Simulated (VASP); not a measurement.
# Al16Cu8H (a cell with a defect): single point with r2SCAN

Al16Cu8H (a cell with a defect):

```
CELL_PARAMETERS angstrom
0.00000 6.04994 4.88659
6.04994 0.00000 4.88659
6.04994 6.04994 0.00000
ATOMIC_POSITIONS crystal
Al 0.09892 0.91008 0.24524
Al 0.31396 0.18757 0.49886
Al 0.58757 0.40140 0.75530
Al 0.84583 0.65156 0.00109
Al 0.00397 0.49271 0.66443
Al 0.24780 0.73650 0.91704
Al 0.50389 0.99274 0.16498
Al 0.75947 0.24819 0.40553
Al 0.00396 0.49269 0.33851
Al 0.24783 0.73654 0.59807
Al 0.50393 0.99276 0.83808
Al 0.75946 0.24821 0.08629
Al 0.16285 0.33455 0.00109
Al 0.42135 0.58765 0.24523
Al 0.69885 0.80269 0.49886
Al 0.91265 0.07632 0.75529
Cu 0.13057 0.11684 0.37727
Cu 0.38077 0.36610 0.62502
Cu 0.62810 0.61932 0.87479
Cu 0.87734 0.86955 0.12772
Cu 0.13058 0.11683 0.87484
Cu 0.38081 0.36606 0.12768
Cu 0.62812 0.61932 0.37731
Cu 0.87737 0.86950 0.62497
H 0.48430 0.97303 0.52000
```

- Program: VASP 6.6.1
- Task: single point
- Functional: r2SCAN
- Potentials or basis: VASP PAW PBE potentials, release 64 (Al, Cu, H)
- Cutoff: 580 eV
- k mesh: 2 × 2 × 2
- Occupations: methfessel-paxton, width 0.1 eV
- Spin: no spin polarisation
- Dipole correction: no
- Further INCAR settings: ALGO = Normal; EDIFF = 1e-06; NBANDS = 86

| Item | Value |
| --- | --- |
| Pressure | -1.9 GPa |
| Largest force | 0.095 eV/Å |
| Band gap on the k mesh | zero (an odd number of electrons rules out a gap without spin polarisation) |

Forces on the atoms (eV/Å):
```
Al   0.039 -0.036 -0.004
Al  -0.013  0.033 -0.027
Al   0.043 -0.044  0.007
Al   0.028 -0.028  0.006
Al   0.007  0.008  0.001
Al   0.044  0.042 -0.074
Al  -0.028 -0.023 -0.008
Al   0.035  0.034  0.057
Al  -0.010 -0.010  0.001
Al  -0.041 -0.043 -0.073
Al   0.021  0.025 -0.009
Al  -0.034 -0.034  0.055
Al  -0.027  0.027  0.006
Al  -0.036  0.040 -0.004
Al   0.034 -0.014 -0.027
Al  -0.044  0.044  0.007
Cu   0.011  0.027  0.013
Cu  -0.045 -0.018 -0.009
Cu  -0.010 -0.033  0.018
Cu   0.031  0.011 -0.007
Cu  -0.036 -0.013  0.020
Cu   0.015  0.034 -0.003
Cu   0.024  0.007  0.011
Cu  -0.014 -0.041 -0.014
H    0.008  0.008  0.056
```

Stress tensor (GPa, compression positive):
```
-3.55  0.15  0.00
 0.15 -3.55  0.00
 0.00  0.00  1.52
```

Levels at points of the mesh, in eV from the Fermi level:
```
           k point  band 66  band 67  band 68  band 69  band 70  band 71  band 72  band 73
(0.00, 0.00, 0.00)     0.34     0.39     0.43     0.48     0.49     0.61     0.64     1.35
(0.50, 0.00, 0.00)    -0.66    -0.66    -0.62    -0.10     0.01     0.95     1.45     1.49
(0.00, 0.00, 0.50)    -0.72    -0.63    -0.43    -0.16     0.05     1.03     1.38     1.40
(0.00, 0.50, 0.00)    -0.66    -0.66    -0.62    -0.10     0.01     0.95     1.45     1.49
(0.50, 0.50, 0.50)    -0.72    -0.63    -0.43    -0.16     0.05     1.03     1.38     1.40
(0.50, 0.50, 0.00)    -1.02    -1.02    -1.00    -0.90    -0.90    -0.88    -0.79     0.07
(0.50, 0.00, 0.50)    -0.33    -0.21     0.01     0.10     0.11     0.20     0.32     1.45
(0.00, 0.50, 0.50)    -0.33    -0.21     0.01     0.10     0.11     0.20     0.32     1.45
```

It took 64 min on 1 thread of Intel Xeon 8259CL, with other jobs on the host, peak memory 0.81 GiB.

Caveat: the k points lie up to 0.49 Å⁻¹ apart, too coarse for converged energies and pressures of a metal; the PAW data sets were made with another functional, which shifts forces and pressure a little.
